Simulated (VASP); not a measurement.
Input of a VASP 6.6.1 run:

Contents of INCAR:

```
PREC     = Accurate       # precision mode
ENCUT    = 520            # plane-wave cutoff, eV
EDIFF    = 1E-7           # SCF threshold, eV
ISMEAR   = 0              # smearing method
SIGMA    = 0.1            # smearing width, eV
LREAL    = False          # projectors in reciprocal space
LASPH    = True           # aspherical terms in the spheres
NELM     = 80             # most SCF steps
ALGO     = Normal         # electronic algorithm
ISIF     = 2              # what is computed and relaxed
LWAVE    = False          # write WAVECAR
LCHARG   = True           # write CHGCAR
GGA      = PE             # functional
LELF     = True           # ELF
LVHAR    = True         
NBANDS   = 27             # bands
```

KPOINTS

```
Automatic mesh
0
Gamma
  15 15 6
```

The input POSCAR:

```
Ta3N
1.0
    3.0322239879      0.0000000000      0.0000000000
   -1.5161119940      2.6259830035      0.0000000000
    0.0000000000      0.0000000000      7.5241370000
Ta N
3 1
Direct
    0.0000000000      0.0000000000      0.5000000000
    0.3333333333      0.6666666667      0.1739300000
    0.6666666667      0.3333333333      0.8260700000
    0.0000000000      0.0000000000      0.0000000000
```

Potentials or basis: VASP PAW PBE potentials, release 64 (Ta_pv, N).

Run with:

```bash
$ cat potpaw_PBE.64/Ta_pv/POTCAR potpaw_PBE.64/N/POTCAR > POTCAR
$ mpirun -np 1 vasp_std > vasp.out
```

Question: Estimate the pressure.

Answer: -0.4 GPa.

Question: What does it give for the largest force?

Answer: 0.054 eV/Å.

Question: Estimate the band gap on the k mesh.

Answer: Zero (bands 19 and 20 overlap by 0.70 eV).

Stress tensor (GPa, compression positive):
```
-0.73  0.00  0.00
 0.00 -0.73  0.00
 0.00  0.00  0.20
```

Caveat: spin-orbit coupling is left out, which moves the levels of the heavy elements.
